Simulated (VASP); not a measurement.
Ti:

```
Ti
1.0
     4.56737    0.00000    0.00000
    -2.28369    3.95546    0.00000
     0.00000    0.00000    2.82624
Ti
3
Cartesian
  2.2837 1.3185 1.4131
  0.0000 2.6370 1.4131
  0.0000 0.0000 0.0000
```

Base run:

* Program: VASP 6.6.1
* Functional: PBEsol
* Potentials or basis: VASP PAW PBE potentials, release 64 (Ti_sv)
* Cutoff: 520 eV
* k mesh: 7 × 7 × 9
* Occupations: fermi-dirac, width 0.05 eV
* Spin: no spin polarisation
* Hubbard terms: Ti d U = 6.0 eV

Its results: band gap on the k mesh zero (band 18 reaches 9.13 eV, above the bottom of band 19 at 9.02 eV); pressure 11.7 GPa.

**Question.** The run is repeated on the same cell with these changes: hubbard terms from Ti d U = 6.0 eV to Ti d U = 8.0 eV. What comes out?

**Answer.** Band gap on the k mesh zero (band 18 reaches 9.33 eV, above the bottom of band 19 at 9.27 eV); pressure 17.4 GPa.

Caveats: the PAW data sets were made with another functional, which shifts forces and pressure a little; U without spin polarisation on a metal has little footing; the U is typed as a test and isn't derived for this compound.
